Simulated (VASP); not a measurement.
Here is a VASP 6.6.1 calculation.

INCAR

```
SYSTEM = CuO
  PREC = Accurate
  ENCUT = 520
  EDIFF = 1E-6
  ISMEAR = 0
  SIGMA = 0.1
  LREAL = .FALSE.
  LASPH = .TRUE.
  NELM = 80
  ALGO = Normal
  ISIF = 2
  LWAVE = .FALSE.
  LCHARG = .FALSE.
  GGA = PE
  IVDW = 12
  NBANDS = 25
```

KPOINTS

```
regular mesh
0
G
  14 14 8
  0 0 0
```

POSCAR

```
CuO
1.0
    2.0576146464     -2.0588345369      0.0000000000
    2.0576146464      2.0588345369      0.0000000000
    0.0000000000      0.0000000000      5.1439075383
Cu O
2 2
Direct
    0.0000000000      0.5000000000      0.0000000000
    0.5000000000      0.0000000000      0.5000000000
    0.5000000000      0.5000000000      0.2500000000
    0.5000000000      0.5000000000      0.7500000000
```

Potentials or basis: VASP PAW PBE potentials, release 64 (Cu, O).

Run with:

```sh
$ cat potpaw_PBE.64/Cu/POTCAR potpaw_PBE.64/O/POTCAR > POTCAR
$ mpirun -np 1 vasp_std > vasp.out
```

**Question.** Predict the pressure.

**Answer.** 0.8 GPa.

**Question.** Predict the band gap on the k mesh.

**Answer.** Zero (bands 17 and 18 overlap by 1.17 eV).

**Question.** Estimate the dispersion energy per atom.

**Answer.** -0.263 eV.

Stress tensor (GPa, compression positive):
```
0.62 0.00 0.00
0.00 0.61 0.00
0.00 0.00 1.08
```

Caveat: semilocal functionals often make such compounds metallic where correlation or magnetic order opens a gap, which also shifts bond lengths. With open d or f shells a metallic result of PBE can be an artefact of self-interaction; +U or a hybrid may open a gap.
